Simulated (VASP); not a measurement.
A run of VASP 6.6.1 is set up as follows.

INCAR

```
PREC = Accurate ; ENCUT = 500
EDIFF = 1E-6 ; ISMEAR = -1
SIGMA = 0.02 ; LREAL = F
LASPH = T ; NELM = 120
ALGO = Normal ; ISIF = 2
LWAVE = F ; LCHARG = F
GGA = PE ; NBANDS = 15
GGA_COMPAT = F
```

KPOINTS

```
Automatic mesh
0
Gamma
  6 6 6
```

File POSCAR:

```
SrTe
1.0
    0.0000000000      3.3526569095      3.3526569095
    3.3526569095      0.0000000000      3.3526569095
    3.3526569095      3.3526569095      0.0000000000
Sr Te
1 1
Direct
    0.0000000000      0.0000000000      0.0000000000
    0.5000000000      0.5000000000      0.5000000000
```

Potentials or basis: VASP PAW PBE potentials, release 64 (Sr_sv, Te).

Launch:

```bash
$ cat potpaw_PBE.64/Sr_sv/POTCAR potpaw_PBE.64/Te/POTCAR > POTCAR
$ mpirun -np 1 vasp_std > vasp.out
```

Q: Estimate the pressure.

A: 0.3 GPa.

Q: What does it give for the band gap on the k mesh?

A: 1.75 eV, indirect (least direct gap 2.47 eV).

Caveat: spin-orbit coupling is left out, which moves the levels of the heavy elements. As with any semilocal functional, this PBE gap is likely too small.
